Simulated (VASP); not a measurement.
# HfH2 (I4/mmm) in VASP: notebook

The runs below take HfH2 through single point, with PBEsol.

All numbers are computed with VASP 6.6.1; they aren't measurements. Logs are shortened: lines on timing, memory, paths and dates and some standing lists are left out, and cuts for length are marked.

## Step 1: The cell of the first run

It takes space group I4/mmm (No. 139, tetragonal). Conventional cell: a = 3.447 Å, b = 3.447 Å, c = 4.322 Å, α = 90.00°, β = 90.00°, γ = 90.00°. Within 2.7 Å of Hf (site symmetry 4/mmm) lie 8 H at 2.03 Å. Within 2.7 Å of H (site symmetry -4m2) lie 4 Hf at 2.03 Å and 6 H at 2.16 to 2.44 Å.

## Step 2: Single point, PBEsol (uniaxial strain along c: +2.0 %)

The input, INCAR:

```
PREC = Accurate
ENCUT = 520
EDIFF = 1E-6
ISMEAR = 0
SIGMA = 0.1
LREAL = F
LASPH = T
NELM = 100
ALGO = Normal
ISIF = 2
LWAVE = F
LCHARG = T
GGA = PS
LELF = T
LVHAR = T
NBANDS = 21
```

The input, KPOINTS:

```
regular mesh
0
Gamma
  10 10 8
```

The input, POSCAR:

```
HfH2
1.0
    3.4469478090      0.0000000000      0.0000000000
    0.0000000000      3.4469478090      0.0000000000
    0.0000000000      0.0000000000      4.3224250871
Hf H
2 4
Direct
    0.0000000000      0.0000000000      0.0000000000
    0.5000000000      0.5000000000      0.5000000000
    0.0000000000      0.5000000000      0.2500000000
    0.5000000000      0.0000000000      0.2500000000
    0.5000000000      0.0000000000      0.7500000000
    0.0000000000      0.5000000000      0.7500000000
```

Potentials or basis: VASP PAW PBE potentials, release 64 (Hf_pv, H).

Launch:

```sh
$ cat potpaw_PBE.64/Hf_pv/POTCAR potpaw_PBE.64/H/POTCAR > POTCAR
$ mpirun -np 1 vasp_std > vasp.out
```

OUTCAR:

```text
PREC = Accurate
   ENCUT = 520
   EDIFF = 1E-6
   ISMEAR = 0
   LREAL = F
   LASPH = T
   NELM = 100
   ISIF = 2
   GGA = PS

 ion  position               nearest neighbor table
   1  0.000  0.000  0.000-   3 2.03   4 2.03   5 2.03   6 2.03   3 2.03   6 2.03   4 2.03   5 2.03
                             2 3.26   2 3.26   2 3.26   2 3.26   2 3.26   2 3.26   2 3.26   2 3.26
   2  0.500  0.500  0.500-   3 2.03   4 2.03   5 2.03   6 2.03   4 2.03   5 2.03   3 2.03   6 2.03
                             1 3.26   1 3.26   1 3.26   1 3.26   1 3.26   1 3.26   1 3.26   1 3.26
   3  0.000  0.500  0.250-   1 2.03   2 2.03   1 2.03   2 2.03
   4  0.500  0.000  0.250-   1 2.03   2 2.03   2 2.03   1 2.03
   5  0.500  0.000  0.750-   1 2.03   2 2.03   2 2.03   1 2.03
   6  0.000  0.500  0.750-   1 2.03   2 2.03   1 2.03   2 2.03

  LATTYP: Found a simple tetragonal cell.
 ALAT       =     3.4469478090
 C/A-ratio  =     1.2539862297

  Lattice vectors:

 A1 = (   3.4469478090,   0.0000000000,   0.0000000000)
 A2 = (   0.0000000000,   3.4469478090,   0.0000000000)
 A3 = (   0.0000000000,   0.0000000000,   4.3224250871)

Analysis of symmetry for initial positions (statically):
=====================================================================
 Subroutine PRICEL returns following result:

  LATTYP: Found a body centered tetragonal cell.
 ALAT       =     3.4469478090
 C/A-ratio  =     1.2539862297

  Lattice vectors:

 A1 = (  -1.7234739045,  -1.7234739045,  -2.1612125436)
 A2 = (   1.7234739045,   1.7234739045,  -2.1612125436)
 A3 = (   1.7234739045,  -1.7234739045,   2.1612125436)

   2 primitive cells build up your supercell.

 Routine SETGRP: Setting up the symmetry group for a
 simple tetragonal supercell.

 Subroutine GETGRP returns: Found 16 space group operations
 (whereof 16 operations were pure point group operations)
 out of a pool of 16 trial point group operations.

The static configuration has the point symmetry D_4h.

Analysis of symmetry for dynamics (positions and initial velocities):
=====================================================================
 Subroutine PRICEL returns following result:

  LATTYP: Found a body centered tetragonal cell.
 ALAT       =     3.4469478090
 C/A-ratio  =     1.2539862297

  Lattice vectors:

 A1 = (  -1.7234739045,  -1.7234739045,  -2.1612125436)
 A2 = (   1.7234739045,   1.7234739045,  -2.1612125436)
 A3 = (   1.7234739045,  -1.7234739045,   2.1612125436)

   2 primitive cells build up your supercell.

 Routine SETGRP: Setting up the symmetry group for a
 simple tetragonal supercell.

 Subroutine GETGRP returns: Found 16 space group operations
 (whereof 16 operations were pure point group operations)
 out of a pool of 16 trial point group operations.

The dynamic configuration has the point symmetry D_4h.

 Subroutine INISYM returns: Found 16 space group operations
 (whereof 16 operations are pure point group operations),
 and found     2 'primitive' translations

----------------------------------------------------------------------------------------

                                     Primitive cell

  volume of cell :      25.6783

  direct lattice vectors                    reciprocal lattice vectors
    -1.723473904 -1.723473904 -2.161212544     0.000000000 -0.290111732 -0.231351609
     1.723473904  1.723473904 -2.161212544     0.290111732  0.000000000 -0.231351609
     1.723473904 -1.723473904  2.161212544     0.290111732 -0.290111732  0.000000000

  length of vectors
     3.257539602  3.257539602  3.257539602     0.371063855  0.371063855  0.410279946

  position of ions in fractional coordinates (direct lattice)
     0.000000000  0.000000000  0.000000000
     0.250000000  0.750000000  0.500000000
     0.750000000  0.250000000  0.500000000

  ion indices of the primitive-cell ions
   primitive index   ion index
                 1           1
                 2           3
                 3           4

----------------------------------------------------------------------------------------

 KPOINTS: regular mesh

Automatic generation of k-mesh.
 Grid dimensions read from file:
 generate k-points for:   10   10    8

 Generating k-lattice:

  Cartesian coordinates                     Fractional coordinates (reciprocal lattice)
     0.029011173  0.000000000  0.000000000     0.100000000  0.000000000  0.000000000
     0.000000000  0.029011173  0.000000000     0.000000000  0.100000000  0.000000000
     0.000000000  0.000000000  0.028918951     0.000000000  0.000000000  0.125000000

  Length of vectors
     0.029011173  0.029011173  0.028918951

  Shift w.r.t. Gamma in fractional coordinates (k-lattice)
     0.000000000  0.000000000  0.000000000

 Subroutine IBZKPT returns following result:
 ===========================================

 Found    105 irreducible k-points:

 Following reciprocal coordinates:
            Coordinates               Weight
  0.000000  0.000000  0.000000      1.000000
  0.100000  0.000000  0.000000      4.000000
  0.200000  0.000000  0.000000      4.000000
  0.300000  0.000000  0.000000      4.000000
  0.400000  0.000000  0.000000      4.000000
  0.500000  0.000000  0.000000      2.000000
[... 16 lines left out ...]
  0.100000  0.000000  0.125000      8.000000
  0.200000  0.000000  0.125000      8.000000
 [... further k-points ...]
   k-points           NKPTS =    105   k-points in BZ     NKDIM =    105   number of bands    NBANDS=     21
   number of dos      NEDOS =    301   number of ions     NIONS =      6
   total plane-waves  NPLWV =  25088
   dimension x,y,z NGX =    28 NGY =   28 NGZ =   32
   dimension x,y,z NGXF=    56 NGYF=   56 NGZF=   64
   ions per type =               2   4
   NGX,Y,Z   is equivalent  to a cutoff of  13.50, 13.50, 12.31 a.u.
   NGXF,Y,Z  is equivalent  to a cutoff of  27.01, 27.01, 24.62 a.u.
 SYSTEM =  unknown system
   PREC   = accura    normal or accurate (medium, high low for compatibility)
   ISTART =      0    job   : 0-new  1-cont  2-samecut
   ICHARG =      2    charge: 1-file 2-atom 10-const
   ISPIN  =      1    spin polarized calculation?
   LNONCOLLINEAR =      F non collinear calculations
   LSORBIT =      F    spin-orbit coupling
   LASPH  =      T    aspherical Exc in radial PAW
   ENCUT  =  520.0 eV  38.22 Ry    6.18 a.u.   6.41  6.41  8.04*2*pi/ulx,y,z
   NELM   =    100;   NELMIN=  2; NELMDL= -5     # of ELM steps
   EDIFF  = 0.1E-05   stopping-criterion for ELM
   LREAL  =      F    real-space projection
   EDIFFG = 0.1E-04   stopping-criterion for IOM
   NSW    =      0    number of steps for IOM
   IBRION =     -1    ionic relax: 0-MD 1-quasi-New 2-CG
   NFREE  =      0    steps in history (QN), initial steepest desc. (CG)
   ISIF   =      2    stress and relaxation
   ISYM   =      2    0-nonsym 1-usesym 2-fastsym
   POTIM  = 0.5000    time-step for ionic-motion
   TEBEG  =    0.0;   TEEND  =   0.0 temperature during run
   PSTRESS=    0.0 pullay stress
   NELECT =      24.0000    total number of electrons
   NUPDOWN=      -1.0000    fix difference up-down
   EMIN   =  10.00;   EMAX   =-10.00  energy-range for DOS
   EFERMI =   0.00;   METHOD = LEGACY
   ISMEAR =     0;   SIGMA  =   0.10  broadening in eV -4-tet -1-fermi 0-gaus
   EFERMI_NEDOS =   21; number of points for ismear=-14 and -15
   IALGO  =     38    algorithm
   IMIX   =      4    mixing-type and parameters
     AMIX     =   0.40;   BMIX     =  1.00
     AMIX_MAG =   1.60;   BMIX_MAG =  1.00
  volume/ion in A,a.u.               =       8.56        57.76
  Fermi-wavevector in a.u.,A,eV,Ry     =   1.270417  2.400740 21.959249  1.613959
  Thomas-Fermi vector in A             =   2.403405
   LORBIT       =      0    0 simple, 1 ext, 2 COOP (PROOUT), +10 PAW based schemes
   GGA     = PS    functional components
   LHFCALC =     F    Hartree Fock is set to
   AEXX    =    0.0000 exact exchange contribution
   IVDW    =     0    specifies the selected vdW correction
   LEPSILON=     F    determine dielectric tensor
   LRPA    =     F    only Hartree local field effects (RPA)
 non-spin polarized calculation
 Gauss-broadening in eV      SIGMA  =   0.10
  energy-cutoff  :      520.00
  volume of cell :       51.36
 maximum number of plane-waves:      1400
 NGX is ok and might be reduce to    28
   NGX = 13   NGY = 13   NGZ = 17

 number of electron      24.0000000 magnetization

 Free energy of the ion-electron system (eV)
  ---------------------------------------------------
  ext. energy  EPLUGINS =         0.00000000
  ---------------------------------------------------
  free energy    TOTEN  =       -37.57515614 eV

  energy without entropy =      -37.56973181  energy(sigma->0) =      -37.57244397

 E-fermi :   5.4209     XC(G=0): -11.6523

 val. band max:        5.4163407917   @ k =   0.2000   0.2000   0.0000
 cond. band min:       5.4489425207   @ k =   0.2000   0.0000   0.5000
 fundamental gap:      0.0326017290
 Fermi energy:         5.4209009224

 k-point     1 :       0.0000    0.0000    0.0000
  band No.  band energies     occupation
      1     -25.9662      2.00000
      2     -25.7178      2.00000
      3     -25.7178      2.00000
      4     -25.4316      2.00000
      5     -25.4316      2.00000
      6     -25.3742      2.00000
[... 13 lines left out ...]
     20      11.1178      0.00000
     21      11.1178      0.00000

 k-point     2 :       0.1000    0.0000    0.0000
  band No.  band energies     occupation
      1     -25.9492      2.00000
      2     -25.7350      2.00000
      3     -25.7093      2.00000
      4     -25.4642      2.00000
      5     -25.4370      2.00000
      6     -25.3858      2.00000
[... 13 lines left out ...]
     20      10.5751      0.00000
     21      12.3071      0.00000

 k-point     3 :       0.2000    0.0000    0.0000
  band No.  band energies     occupation
      1     -25.9005      2.00000
      2     -25.7778      2.00000
      3     -25.6851      2.00000
      4     -25.5505      2.00000
      5     -25.4533      2.00000
      6     -25.4204      2.00000
[... 13 lines left out ...]
     20      11.4531      0.00000
     21      14.0414      0.00000
[... 457 lines left out ...]
 k-point    23 :       0.1000    0.0000    0.1250
  band No.  band energies     occupation
      1     -25.9367      2.00000
      2     -25.7193      2.00000
      3     -25.6991      2.00000
      4     -25.4913      2.00000
      5     -25.4475      2.00000
      6     -25.3943      2.00000
[... 13 lines left out ...]
     20      11.5726      0.00000
     21      12.8787      0.00000

 k-point    24 :       0.2000    0.0000    0.1250
  band No.  band energies     occupation
      1     -25.9138      2.00000
      2     -25.7401      2.00000
      3     -25.6763      2.00000
      4     -25.5907      2.00000
      5     -25.4621      2.00000
      6     -25.4098      2.00000
[... 13 lines left out ...]
     20      11.3526      0.00000
     21      14.1504      0.00000

 [... further k-points ...]
[... 5 lines left out ...]
  --------------------------------------------------------------------------------------
  -------------------------------------------------------------------------------------
  Total       -0.3516387     -0.3516387     -1.1094537      0.0000000      0.0000000      0.0000000
  in kB      -10.9700927    -10.9700927    -34.6116967      0.0000000      0.0000000      0.0000000
  external PRESSURE =     -18.8506274 kB  Pullay stress =       0.0000000 kB

 VOLUME and BASIS-vectors are now :
 -----------------------------------------------------------------------------
  energy-cutoff  :      520.00
  volume of cell :       51.36
      direct lattice vectors                 reciprocal lattice vectors
     3.446947809  0.000000000  0.000000000     0.290111732  0.000000000  0.000000000
     0.000000000  3.446947809  0.000000000     0.000000000  0.290111732  0.000000000
     0.000000000  0.000000000  4.322425087     0.000000000  0.000000000  0.231351609

 POSITION                                       TOTAL-FORCE (eV/Angst)
 -----------------------------------------------------------------------------------
      0.00000      0.00000      0.00000        -0.000000     -0.000000     -0.000000
      1.72347      1.72347      2.16121         0.000000      0.000000     -0.000000
      0.00000      1.72347      1.08061        -0.000000     -0.000000      0.000000
      1.72347      0.00000      1.08061        -0.000000     -0.000000     -0.000000
      1.72347      0.00000      3.24182        -0.000000     -0.000000      0.000000
      0.00000      1.72347      3.24182        -0.000000     -0.000000     -0.000000
 -----------------------------------------------------------------------------------
    total drift:                                0.000000      0.000000      0.000000

  FREE ENERGIE OF THE ION-ELECTRON SYSTEM (eV)
  ---------------------------------------------------
  free  energy   TOTEN  =       -37.5751561386 eV

  energy  without entropy=      -37.5697318060  energy(sigma->0) =      -37.57244397
```

Run time: 46 s. Hardware: 1 thread of Intel Xeon Platinum 8559C (Emerald Rapids), shared host; peak memory 0.23 GiB.

What came out:

| Quantity | Value |
| --- | --- |
| Free energy | -37.5752 eV |
| Pressure | -1.9 GPa |
| Band gap on the k mesh | zero (band 12 reaches 5.99 eV, above the bottom of band 13 at 4.91 eV) |

Stress tensor (GPa, compression positive):
```
-1.10  0.00  0.00
 0.00 -1.10  0.00
 0.00  0.00 -3.46
```

Levels at points of the mesh, in eV from the Fermi level:
```tsv
k point	band 9	band 10	band 11	band 12	band 13	band 14	band 15	band 16
(0.00, 0.00, 0.00)	-4.31	-3.94	-1.26	-0.51	-0.51	0.30	1.90	3.27
(0.50, 0.00, 0.00)	-5.32	-5.32	-1.45	-1.45	0.86	0.86	1.70	1.70
(0.50, 0.50, 0.00)	-5.73	-5.73	-4.25	-4.25	4.05	4.05	4.28	4.28
(0.00, 0.00, 0.50)	-5.97	-5.97	0.57	0.57	0.75	0.75	0.75	0.75
(0.50, 0.00, 0.50)	-5.19	-5.19	-0.86	-0.86	0.55	0.55	3.90	3.90
(0.50, 0.50, 0.50)	-6.29	-6.29	-2.52	-2.52	1.22	1.22	4.08	4.08
```

Caveat: the cell differs from its parent crystal (uniaxial strain along c: +2.0 %); the PAW data sets were made with another functional, which shifts forces and pressure a little; spin-orbit coupling is left out, which moves the levels of the heavy elements.

## Step 3: Single point, PBEsol (uniaxial strain along c: +3.0 %, then relaxed in part)

The input, INCAR:

```
SYSTEM = HfH2
  PREC = Accurate
  ENCUT = 520
  EDIFF = 1E-6
  ISMEAR = 0
  SIGMA = 0.1
  LREAL = .False.
  LASPH = .True.
  NELM = 80
  ALGO = Normal
  ISIF = 2
  LWAVE = .False.
  LCHARG = .False.
  GGA = PS
  NBANDS = 21
```

The input, KPOINTS:

```
Automatic mesh
0
Gamma
  10 10 8
  0 0 0
```

Edit POSCAR of step 2 so:

```diff
@@ -2,5 +2,5 @@
 1.0
-    3.4469478090      0.0000000000      0.0000000000
-    0.0000000000      3.4469478090      0.0000000000
-    0.0000000000      0.0000000000      4.3224250871
+    3.4298017632      0.0000000000      0.0000000000
+    0.0000000000      3.4298017632      0.0000000000
+    0.0000000000      0.0000000000      4.3648018036
 Hf H
```

Potentials or basis: VASP PAW PBE potentials, release 64 (Hf_pv, H).

Launch:

```sh
$ cat potpaw_PBE.64/Hf_pv/POTCAR potpaw_PBE.64/H/POTCAR > POTCAR
$ mpirun -np 1 vasp_std > vasp.out
```

It took 45 s on 1 thread of Intel Xeon Platinum 8559C (Emerald Rapids), shared host; peak memory 0.23 GiB.

Results (log left out):

| Property | Result |
| --- | --- |
| Free energy | -37.5667 eV |
| Pressure | -1.7 GPa |
| Band gap on the k mesh | zero (band 12 reaches 5.86 eV, above the bottom of band 13 at 4.92 eV) |

Stress tensor (GPa, compression positive):
```
-0.70  0.00  0.00
 0.00 -0.70  0.00
 0.00  0.00 -3.62
```

Levels at points of the mesh, in eV from the Fermi level:
| k point | band 9 | band 10 | band 11 | band 12 | band 13 | band 14 | band 15 | band 16 |
| --- | --- | --- | --- | --- | --- | --- | --- | --- |
| (0.00, 0.00, 0.00) | -4.44 | -3.98 | -1.31 | -0.51 | -0.51 | 0.20 | 1.99 | 3.26 |
| (0.50, 0.00, 0.00) | -5.42 | -5.42 | -1.45 | -1.45 | 0.89 | 0.89 | 1.70 | 1.70 |
| (0.50, 0.50, 0.00) | -5.68 | -5.68 | -4.25 | -4.25 | 4.13 | 4.13 | 4.37 | 4.37 |
| (0.00, 0.00, 0.50) | -5.95 | -5.95 | 0.43 | 0.43 | 0.79 | 0.79 | 0.79 | 0.79 |
| (0.50, 0.00, 0.50) | -5.20 | -5.20 | -0.80 | -0.80 | 0.44 | 0.44 | 3.98 | 3.98 |
| (0.50, 0.50, 0.50) | -6.31 | -6.31 | -2.56 | -2.56 | 1.12 | 1.12 | 4.16 | 4.16 |

Caveat: the cell differs from its parent crystal (uniaxial strain along c: +3.0 %, then relaxed in part); the PAW data sets were made with another functional, which shifts forces and pressure a little; spin-orbit coupling is left out, which moves the levels of the heavy elements.

[end of part 1 of 2]
